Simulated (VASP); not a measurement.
Wanted: the native input for a VASP 6.6.1 run.

```yaml
Task: relaxation of cell and atoms
Functional: PBE
Potentials_or_basis: VASP PAW PBE potentials, release 64 (Ga_d)
Cutoff: 600 eV
k_mesh: 18 × 18 × 18
Occupations: gaussian, width 0.1 eV
Spin: no spin polarisation
Dipole_correction: no
Further_INCAR_settings: ALGO = Normal; EDIFF = 1e-06; IBRION = 2; EDIFFG = -0.01; NSW = 100; ISIF = 3
```

The structure of Ga lies in POSCAR:

```
Ga
1.0
   -1.6883633414      1.6883633414      1.6883633414
    1.6883633414     -1.6883633414      1.6883633414
    1.6883633414      1.6883633414     -1.6883633414
Ga
1
Direct
    0.0000000000      0.0000000000      0.0000000000
```

One way to write it, as run:

INCAR

```
SYSTEM = Ga
  ALGO = Normal
  EDIFF = 1E-6
  EDIFFG = -0.01
  ENCUT = 600
  GGA = PE
  IBRION = 2
  ISIF = 3
  ISMEAR = 0
  LASPH = .TRUE.
  LCHARG = .FALSE.
  LREAL = .FALSE.
  LWAVE = .FALSE.
  NELM = 100
  NSW = 100
  PREC = Accurate
  SIGMA = 0.1
```

KPOINTS

```
k-points
0
G
  18 18 18
  0 0 0
```

Potentials or basis: VASP PAW PBE potentials, release 64 (Ga_d).

Launch:

```bash
$ cat potpaw_PBE.64/Ga_d/POTCAR > POTCAR
$ mpirun -np 1 vasp_std > vasp.out
```

Results of the run:

| Property | Result |
| --- | --- |
| Relaxed volume | 19.20 Å³/atom |
| Relaxed cell | a = 2.922 Å, b = 2.922 Å, c = 2.922 Å, α = 109.47°, β = 109.47°, γ = 109.47° |
| Space group after relaxing (to 0.05 Å) | Im-3m (No. 229) |
| Energy gained by relaxing | 0.0 meV/atom |
| Ionic steps | 2 |
| Pressure after relaxing | 0.0 GPa |

Wall time 16 s on 1 thread of Intel(R) Xeon(R) 6975P-C (Granite Rapids) (shared host), peak memory 0.18 GiB.
